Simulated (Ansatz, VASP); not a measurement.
**Co in VASP and in Ansatz**

INCAR

```
PREC = Accurate
ENCUT = 520
EDIFF = 1E-6
ISMEAR = 0
SIGMA = 0.1
LREAL = False
LASPH = True
NELM = 150
ALGO = Fast
ISIF = 2
LWAVE = False
LCHARG = False
ISPIN = 2
MAGMOM = 1.83 1.83
LORBIT = 11
LMAXMIX = 4
GGA = PE
IBRION = 2
NSW = 30
EDIFFG = -0.05
```

The input KPOINTS:

```
regular mesh
0
Gamma
  3 3 2
```

The input POSCAR:

```
Co
1.0
    2.4719999032      0.0000000000      0.0000000000
   -1.2359999516      2.1408147143      0.0000000000
    0.0000000000      0.0000000000      4.0211440800
Co
2
Direct
    0.3333333333      0.6666666667      0.2500000000
    0.6666666667      0.3333333333      0.7500000000
```

Input for Ansatz:

```yaml
crystal:
  lattice:
    - [2.4719999032, 0.0, 0.0]
    - [-1.2359999516, 2.1408147143, 0.0]
    - [0.0, 0.0, 4.02114408]
  atoms:
    - { symbol: Co, position: [0.3333333333, 0.6666666667, 0.25], spin: 1.83 }
    - { symbol: Co, position: [0.6666666667, 0.3333333333, 0.75], spin: 1.83 }
basis:
  ecutwfc: 420
  xc_grid: 4
kpoints:
  mp_grid: { grid: [3, 3, 2] }
hamiltonian:
  xc: pbe
scf:
  occupations: { method: gaussian, width: 0.1 }
  lower_state_search: "off"
  max_iter: 61
output:
  forces: true
  stress: true
  eigenvalues: true
  populations: true
magnetization:
  spin_polarized: true
relax:
  adjacent_minimum: "off"
  f_tol: 0.05
  max_steps: 10
```

Alike in both runs: task relaxation of the atoms; functional PBE; k mesh 3 × 3 × 2; occupations gaussian, width 0.1 eV; collinear spin.

|  | VASP | Ansatz |
| --- | --- | --- |
| version | VASP 6.6.1 | Ansatz 0.2.0 |
| potentials or method | VASP PAW PBE potentials, release 64 (Co), cutoff 520 eV | scalar-relativistic, plane waves, PAW |
| valence electrons in the cell | 18 | 34 |

```tsv
	VASP	Ansatz	Ansatz less VASP
gap on the k mesh at the Fermi level, each at its own relaxed structure (eV)	none	none	-
net moment per atom (μB)	1.50	1.53	+0.026
size of the moment on the site where the two differ most (μB)	1.53	1.61	+0.085
```

Site moments also hang on the region over which each program counts them. A gap of «none» marks a metal or a gap that the smearing closes. VASP's potentials hold 18 valence electrons a cell and Ansatz's 34, so a difference there can come from the potentials and not from the codes. Ansatz's warnings: stress scf threshold loose.

The k mesh is coarse, so the values compare programs but aren't converged. Noted on VASP's run: the relaxation stopped at its first step, so nothing moved.
